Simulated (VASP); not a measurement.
HoO, 2 atoms in the cell. It takes space group P-6m2 (No. 187, hexagonal). Conventional cell: a = 3.155 Å, b = 3.155 Å, c = 4.204 Å, α = 90.00°, β = 90.00°, γ = 120.00°. Within 3.7 Å of Ho (site symmetry -6m2) lie 6 O at 2.78 Å and 6 Ho at 3.15 Å. O (site symmetry -6m2) has 6 Ho at 2.78 Å and 6 O at 3.15 Å within 3.7 Å. The cell was built from a structure type or drawn by symmetry, and may not be a known phase.

* Program: VASP 6.6.1
* Task: single point
* Functional: PBE
* Potentials or basis: VASP PAW PBE potentials, release 64 (Ho_3, O), 4f in core
* Cutoff: 600 eV
* k mesh: 6 × 6 × 4
* Occupations: gaussian, width 0.1 eV
* Spin: no spin polarisation
* Dipole correction: no
* Mended: yes
* Further INCAR settings: ALGO = Normal; EDIFF = 1e-06; NBANDS = 14

Potentials or basis: VASP PAW PBE potentials, release 64 (Ho_3, O), 4f in core.

Command:

```console
$ cat potpaw_PBE.64/Ho_3/POTCAR potpaw_PBE.64/O/POTCAR > POTCAR
$ mpirun -np 1 vasp_std > vasp.out
```

Hardware: 1 thread of Intel(R) Xeon(R) 6975P-C (Granite Rapids), with other jobs on the host.

How long does it take, and how much memory?

Wall time 8.4 s on 1 thread of Intel(R) Xeon(R) 6975P-C (Granite Rapids) (shared host), peak memory 0.18 GiB. Counts: scf iterations 14, k points 21.
